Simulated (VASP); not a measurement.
Input of a VASP 6.6.1 run:

POSCAR

```
La
1.0
   -2.0804754144      2.0804754144      2.0804754144
    2.0804754144     -2.0804754144      2.0804754144
    2.0804754144      2.0804754144     -2.0804754144
La
1
Direct
    0.0000000000      0.0000000000      0.0000000000
```

The input INCAR.step1:

```
PREC = Accurate ; ENCUT = 520
ISMEAR = -1 ; SIGMA = 0.05
LREAL = False ; LASPH = True
NELM = 60 ; NBANDS = 12
GGA = PE ; ALGO = Normal
EDIFF = 1E-4 ; LWAVE = True
LCHARG = False
```

INCAR.step2

```
PREC = Accurate ; ENCUT = 520
EDIFF = 1E-6 ; ISMEAR = -1
SIGMA = 0.05 ; LREAL = False
LASPH = True ; NELM = 60
ALGO = Normal ; ISIF = 2
LWAVE = False ; LCHARG = False
METAGGA = R2SCAN ; LMIXTAU = True
NBANDS = 12 ; ISTART = 1
```

File KPOINTS:

```
Automatic mesh
0
Gamma
  9 9 9
```

Potentials or basis: VASP PAW PBE potentials, release 64 (La).

Run with:

```sh
$ cat potpaw_PBE.64/La/POTCAR > POTCAR
$ cp INCAR.step1 INCAR
$ mpirun -np 1 vasp_std > vasp.out
$ cp INCAR.step2 INCAR
$ mpirun -np 1 vasp_std > vasp.out
```

Problem. Estimate the pressure.

Solution. 1.5 GPa.

Caveat: the PAW data sets were made with another functional, which shifts forces and pressure a little.
